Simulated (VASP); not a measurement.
# C18N in VASP: notebook

C18N is run at these levels: LDA; tasks: single point.

Program: VASP 6.6.1. These are calculated values, not measurements. Logs are shortened: lines on timing, memory, paths and dates and some standing lists are left out, and cuts for length are marked.

**1. The cell of the first run**

The cell holds a slab with vacuum, 19 atoms: a = 7.398 Å, b = 7.398 Å, c = 11.000 Å, α = 90.00°, β = 90.00°, γ = 120.00°.

**2. Single point, LDA, collinear spin, ferromagnetic start**

The input, INCAR:

```
ALGO     = Normal         # electronic algorithm
EDIFF    = 1E-6           # SCF threshold, eV
ENCUT    = 520            # plane-wave cutoff, eV
GGA      = CA             # functional
ISIF     = 2              # what is computed and relaxed
ISMEAR   = 0              # smearing method
ISPIN    = 2              # spin polarisation
LASPH    = True           # aspherical terms in the spheres
LCHARG   = False          # write CHGCAR
LORBIT   = 11             # projections on sites
LREAL    = Auto         
LWAVE    = False          # write WAVECAR
MAGMOM   = 0 0 0 0 0 0 0 0 0 0 0 0 0 0 0 0 0 0 1 # initial moments
NBANDS   = 58             # bands
NELM     = 150            # most SCF steps
PREC     = Accurate       # precision mode
SIGMA    = 0.05           # smearing width, eV
```

The input, KPOINTS:

```
k-points
0
Gamma
  2 2 1
```

The input, POSCAR:

```
C18N
1.0
    7.3980000000      0.0000000000      0.0000000000
   -3.6990000000      6.4068560000      0.0000000000
    0.0000000000      0.0000000000     11.0000000000
C N
18 1
Direct
   -0.0031866369     -0.0027848510      0.0893273592
    0.2195148591      0.1088343387      0.0858040278
   -0.0031431840      0.3294502174      0.0832517599
    0.2184307216      0.4407316108      0.0832396572
   -0.0042228732      0.6613466072      0.0858969988
    0.2184758357      0.7729642156      0.0893657322
    0.3305982591     -0.0027799778      0.0893178706
    0.5500779396      0.1104799321      0.0912731381
    0.3294656406      0.3287313265      0.0844797548
    0.5525006219      0.4407298668      0.0832228190
    0.3246924641      0.6596879419      0.0912977885
    0.5478140779      0.7654200773      0.1179059061
    0.6674641297      0.0047305675      0.1179240595
    0.8905988812      0.1104816554      0.0912869468
    0.6627899171      0.3294459316      0.0832402669
    0.8858271439      0.4414556779      0.0845395549
    0.6652017451      0.6596900246      0.0912700667
    0.8846861016      0.7729580798      0.0893533114
    0.6076278561      0.8850555575      0.2280031817
```

Potentials or basis: VASP PAW LDA potentials, release 64 (C, N).

Started as:

```sh
$ cat potpaw_LDA.64/C/POTCAR potpaw_LDA.64/N/POTCAR > POTCAR
$ mpirun -np 1 vasp_std > vasp.out
```

OUTCAR:

```text
EDIFF = 1E-6
   ENCUT = 520
   GGA = CA
   ISIF = 2
   ISMEAR = 0
   ISPIN = 2
   LASPH = True
   LORBIT = 11
   LREAL = Auto
   NELM = 150
   PREC = Accurate

 ion  position               nearest neighbor table
   1  0.997  0.997  0.089-  14 1.41   2 1.43  18 1.44
   2  0.220  0.109  0.086-   9 1.41   7 1.43   1 1.43
   3  0.997  0.329  0.083-  14 1.41   4 1.42  16 1.43
   4  0.218  0.441  0.083-  11 1.41   3 1.42   9 1.43
   5  0.996  0.661  0.086-  16 1.41   6 1.43  18 1.43
   6  0.218  0.773  0.089-  11 1.41   5 1.43   7 1.44
   7  0.331  0.997  0.089-   8 1.41   2 1.43   6 1.44
   8  0.550  0.110  0.091-  15 1.41   7 1.41  13 1.46
   9  0.329  0.329  0.084-   2 1.41   4 1.43  10 1.43
  10  0.553  0.441  0.083-  17 1.41  15 1.42   9 1.43
  11  0.325  0.660  0.091-   4 1.41   6 1.41  12 1.46
  12  0.548  0.765  0.118-  19 1.43  11 1.46  17 1.46  13 1.53
  13  0.667  0.005  0.118-  19 1.43  14 1.46   8 1.46  12 1.53
  14  0.891  0.110  0.091-   3 1.41   1 1.41  13 1.46
  15  0.663  0.329  0.083-   8 1.41  10 1.42  16 1.43
  16  0.886  0.441  0.085-   5 1.41   3 1.43  15 1.43
  17  0.665  0.660  0.091-  10 1.41  18 1.41  12 1.46
  18  0.885  0.773  0.089-  17 1.41   5 1.43   1 1.44
  19  0.608  0.885  0.228-  13 1.43  12 1.43

  LATTYP: Found a hexagonal cell.
 ALAT       =     7.3980000000
 C/A-ratio  =     1.4868883482

  Lattice vectors:

 A1 = (   7.3980000000,   0.0000000000,   0.0000000000)
 A2 = (  -3.6990000000,   6.4068560000,   0.0000000000)
 A3 = (   0.0000000000,   0.0000000000,  11.0000000000)

Analysis of symmetry for initial positions (statically):
=====================================================================
 Subroutine PRICEL returns:
 Original cell was already a primitive cell.

 Routine SETGRP: Setting up the symmetry group for a
 hexagonal supercell.

 Subroutine GETGRP returns: Found  1 space group operations
 (whereof  1 operations were pure point group operations)
 out of a pool of 24 trial point group operations.

The static configuration has the point symmetry C_1 .

Analysis of symmetry for dynamics (positions and initial velocities):
=====================================================================
 Subroutine PRICEL returns:
 Original cell was already a primitive cell.

 Routine SETGRP: Setting up the symmetry group for a
 hexagonal supercell.

 Subroutine GETGRP returns: Found  1 space group operations
 (whereof  1 operations were pure point group operations)
 out of a pool of 24 trial point group operations.

The dynamic configuration has the point symmetry C_1 .

Analysis of structural, dynamic, and magnetic symmetry:
=====================================================================
 Subroutine PRICEL returns:
 Original cell was already a primitive cell.

 Routine SETGRP: Setting up the symmetry group for a
 hexagonal supercell.

 Subroutine GETGRP returns: Found  1 space group operations
 (whereof  1 operations were pure point group operations)
 out of a pool of 24 trial point group operations.

The overall configuration has the point symmetry C_1 .

 Subroutine INISYM returns: Found  1 space group operations
 (whereof  1 operations are pure point group operations),
 and found     1 'primitive' translations

----------------------------------------------------------------------------------------

                                     Primitive cell

  volume of cell :     521.3771

  direct lattice vectors                    reciprocal lattice vectors
     7.398000000  0.000000000  0.000000000     0.135171668  0.078041398  0.000000000
    -3.699000000  6.406856000  0.000000000     0.000000000  0.156082796  0.000000000
     0.000000000  0.000000000 11.000000000     0.000000000  0.000000000  0.090909091

  length of vectors
     7.398000000  7.398000054 11.000000000     0.156082797  0.156082796  0.090909091

  position of ions in fractional coordinates (direct lattice)
     0.996813363  0.997215149  0.089327359
     0.219514859  0.108834339  0.085804028
     0.996856816  0.329450217  0.083251760
[... 66 lines left out ...]
            Coordinates               Weight
  0.000000  0.000000  0.000000      1.000000
  0.500000 -0.000000  0.000000      1.000000
  0.000000  0.500000  0.000000      1.000000
  0.500000  0.500000  0.000000      1.000000
   k-points           NKPTS =      4   k-points in BZ     NKDIM =      4   number of bands    NBANDS=     58
   number of dos      NEDOS =    301   number of ions     NIONS =     19
   total plane-waves  NPLWV = 263424
   dimension x,y,z NGX =    56 NGY =   56 NGZ =   84
   dimension x,y,z NGXF=   112 NGYF=  112 NGZF=  168
   ions per type =              18   1
   NGX,Y,Z   is equivalent  to a cutoff of  12.58, 12.58, 12.70 a.u.
   NGXF,Y,Z  is equivalent  to a cutoff of  25.17, 25.17, 25.39 a.u.
 SYSTEM =  unknown system
   PREC   = accura    normal or accurate (medium, high low for compatibility)
   ISTART =      0    job   : 0-new  1-cont  2-samecut
   ICHARG =      2    charge: 1-file 2-atom 10-const
   ISPIN  =      2    spin polarized calculation?
   LNONCOLLINEAR =      F non collinear calculations
   LSORBIT =      F    spin-orbit coupling
   LASPH  =      T    aspherical Exc in radial PAW
   ENCUT  =  520.0 eV  38.22 Ry    6.18 a.u.  13.76 13.76 20.45*2*pi/ulx,y,z
   NELM   =    150;   NELMIN=  2; NELMDL= -5     # of ELM steps
   EDIFF  = 0.1E-05   stopping-criterion for ELM
   LREAL  =      T    real-space projection
   EDIFFG = 0.1E-04   stopping-criterion for IOM
   NSW    =      0    number of steps for IOM
[... 5 lines left out ...]
   TEBEG  =    0.0;   TEEND  =   0.0 temperature during run
   PSTRESS=    0.0 pullay stress
   NELECT =      77.0000    total number of electrons
   NUPDOWN=      -1.0000    fix difference up-down
   EMIN   =  10.00;   EMAX   =-10.00  energy-range for DOS
   EFERMI =   0.00;   METHOD = LEGACY
   ISMEAR =     0;   SIGMA  =   0.05  broadening in eV -4-tet -1-fermi 0-gaus
   EFERMI_NEDOS =   21; number of points for ismear=-14 and -15
   IALGO  =     38    algorithm
   IMIX   =      4    mixing-type and parameters
     AMIX     =   0.40;   BMIX     =  1.00
     AMIX_MAG =   1.60;   BMIX_MAG =  1.00
  volume/ion in A,a.u.               =      27.44       185.18
  Fermi-wavevector in a.u.,A,eV,Ry     =   0.865342  1.635259 10.188269  0.748817
  Thomas-Fermi vector in A             =   1.983571
   LORBIT       =     11    0 simple, 1 ext, 2 COOP (PROOUT), +10 PAW based schemes
   GGA     = CA    functional components
   LHFCALC =     F    Hartree Fock is set to
   AEXX    =    0.0000 exact exchange contribution
   IVDW    =     0    specifies the selected vdW correction
   LEPSILON=     F    determine dielectric tensor
   LRPA    =     F    only Hartree local field effects (RPA)
 spin polarized calculation
 Gauss-broadening in eV      SIGMA  =   0.05
  energy-cutoff  :      520.00
  volume of cell :      521.38
 maximum number of plane-waves:     14099
 NGX is ok and might be reduce to    56
   NGX = 27   NGY = 27   NGZ = 41

 number of electron      76.9999996 magnetization       0.5000070

 Free energy of the ion-electron system (eV)
  ---------------------------------------------------
  ext. energy  EPLUGINS =         0.00000000
  ---------------------------------------------------
  free energy    TOTEN  =      -186.18566354 eV

  energy without entropy =     -186.17688071  energy(sigma->0) =     -186.18127212

 E-fermi :  -2.2809     XC(G=0):  -4.2142

 val. band max:       -2.2864602093   @ k =   0.5000  -0.0000   0.0000
 cond. band min:      -2.0987446415   @ k =   0.0000   0.5000   0.0000
 fundamental gap:      0.1877155678
 Fermi energy:        -2.2809495324

 spin component 1

 k-point     1 :       0.0000    0.0000    0.0000
  band No.  band energies     occupation
      1     -22.7382      1.00000
      2     -20.7613      1.00000
      3     -18.9113      1.00000
      4     -18.8673      1.00000
      5     -18.7798      1.00000
      6     -18.7521      1.00000
[... 201 lines left out ...]
     49       4.1700      0.00000
     50       4.2838      0.00000
 Fermi energy:        -2.2809495324

 spin component 2

 k-point     1 :       0.0000    0.0000    0.0000
  band No.  band energies     occupation
      1     -22.5511      1.00000
      2     -20.7082      1.00000
      3     -18.9069      1.00000
      4     -18.8557      1.00000
      5     -18.7701      1.00000
      6     -18.7489      1.00000
[... 201 lines left out ...]
     49       4.1748      0.00000
     50       4.2900      0.00000
 [bands above 50 left out]

------------------------ aborting loop because EDIFF is reached ----------------------------------------

  FORCE on cell =-STRESS in cart. coord.  units (eV):
  Direction    XX          YY          ZZ          XY          YZ          ZX
  --------------------------------------------------------------------------------------
  -------------------------------------------------------------------------------------
  Total       -4.0113119     -6.3771653      0.1767162      0.0032072     -0.0008351      0.0000765
  in kB      -12.3266493    -19.5968505      0.5430440      0.0098556     -0.0025663      0.0002350
  external PRESSURE =     -10.4601520 kB  Pullay stress =       0.0000000 kB

 VOLUME and BASIS-vectors are now :
 -----------------------------------------------------------------------------
  energy-cutoff  :      520.00
  volume of cell :      521.38
      direct lattice vectors                 reciprocal lattice vectors
     7.398000000  0.000000000  0.000000000     0.135171668  0.078041398  0.000000000
    -3.699000000  6.406856000  0.000000000     0.000000000  0.156082796  0.000000000
     0.000000000  0.000000000 11.000000000     0.000000000  0.000000000  0.090909091

 POSITION                                       TOTAL-FORCE (eV/Angst)
 -----------------------------------------------------------------------------------
      3.68573      6.38901      0.98260         0.002083      0.005007      0.002612
      1.22139      0.69729      0.94384         0.000689      0.003599     -0.001388
      6.15611      2.11074      0.91577        -0.000533      0.007365     -0.005796
     -0.01432      2.82370      0.91564        -0.002559     -0.012149     -0.005776
      4.92044      4.23715      0.94487         0.000707     -0.003453     -0.007193
     -1.24291      4.95227      0.98302         0.007960     -0.013550      0.000914
[... 11 lines left out ...]
      3.68574      4.95223      0.98289         0.003285      0.003378      0.000924
      1.22141      5.67042      2.50803         0.000285      0.000609      0.256386
 -----------------------------------------------------------------------------------
    total drift:                                0.002629      0.003590     -0.001449

  FREE ENERGIE OF THE ION-ELECTRON SYSTEM (eV)
  ---------------------------------------------------
  free  energy   TOTEN  =      -186.1856635355 eV

  energy  without entropy=     -186.1768807114  energy(sigma->0) =     -186.18127212

 total charge

# of ion       s       p       d       tot
------------------------------------------
    1        0.853   1.787   0.000   2.640
    2        0.854   1.794   0.000   2.648
    3        0.858   1.795   0.000   2.652
    4        0.858   1.795   0.000   2.652
    5        0.854   1.794   0.000   2.648
    6        0.853   1.787   0.000   2.640
[... 11 lines left out ...]
   18        0.853   1.787   0.000   2.640
   19        1.301   2.377   0.000   3.677
--------------------------------------------------
tot         16.649  34.634   0.000  51.283

 magnetization (x)

# of ion       s       p       d       tot
------------------------------------------
    1       -0.000  -0.001   0.000  -0.001
    2        0.000  -0.000   0.000  -0.000
    3        0.000   0.001   0.000   0.001
    4        0.000   0.001   0.000   0.001
    5        0.000  -0.000   0.000  -0.000
    6       -0.000  -0.001   0.000  -0.001
[... 11 lines left out ...]
   18       -0.000  -0.001   0.000  -0.001
   19        0.007   0.311   0.000   0.318
--------------------------------------------------
tot          0.016   0.333   0.000   0.349
```

Run time: 8.7 min. Hardware: 1 thread of AMD EPYC 7R43 (Zen 3), shared host; peak memory 0.47 GiB.

Results:

```yaml
Free_energy: -186.1857 eV
Largest_force: 0.256 eV/Å
Net_moment: 0.50 μB per cell
Site_moments: C -0.00, +0.00, +0.01 (each value once); N +0.32 μB
Valence_electrons_inside_the_program's_atomic_spheres: C 2.64, 2.65, 2.63 (each value once); N 3.68
```

Forces on the atoms (eV/Å):
```
C    0.002  0.005  0.003
C    0.001  0.004 -0.001
C   -0.001  0.007 -0.006
C   -0.003 -0.012 -0.006
C    0.001 -0.003 -0.007
C    0.008 -0.014  0.001
C   -0.004  0.006  0.002
C    0.011 -0.012 -0.005
C   -0.010 -0.002  0.003
C   -0.005 -0.005 -0.006
C    0.002  0.012 -0.011
C    0.004 -0.096 -0.098
C   -0.004  0.103 -0.103
C   -0.006 -0.009 -0.010
C    0.003  0.008 -0.005
C    0.005 -0.005  0.002
C   -0.008  0.009 -0.008
C    0.003  0.003  0.001
N    0.000  0.001  0.256
```

Levels at points of the mesh, in eV from the Fermi level:
Spin up:
```
           k point  band 35  band 36  band 37  band 38  band 39  band 40  band 41  band 42  band 43  band 44
(0.00, 0.00, 0.00)    -2.80    -2.76    -0.73    -0.32     0.28     0.33     1.62     3.86     4.05     5.00
(0.50, 0.00, 0.00)    -2.33    -2.20    -1.95    -1.11    -0.71     1.90     2.41     2.81     2.82     4.32
(0.00, 0.50, 0.00)    -2.34    -2.20    -2.04    -0.55    -0.50     1.14     2.37     2.73     3.19     4.12
(0.50, 0.50, 0.00)    -2.33    -2.20    -1.95    -1.11    -0.71     1.90     2.41     2.81     2.82     4.32
```
Spin down:
| k point | band 36 | band 37 | band 38 | band 39 | band 40 | band 41 |
| --- | --- | --- | --- | --- | --- | --- |
| (0.00, 0.00, 0.00) | -2.71 | -0.26 | -0.04 | 0.29 | 0.44 | 1.66 |
| (0.50, 0.00, 0.00) | -2.19 | -1.84 | -1.05 | -0.01 | 1.93 | 2.47 |
| (0.00, 0.50, 0.00) | -2.20 | -1.91 | -0.44 | 0.18 | 1.18 | 2.37 |
| (0.50, 0.50, 0.00) | -2.19 | -1.84 | -1.05 | -0.01 | 1.93 | 2.47 |

Caveat: the k points lie up to 0.49 Å⁻¹ apart; there is no dipole correction, which matters where the two faces differ.

(Part 1 of 2 ends here.)
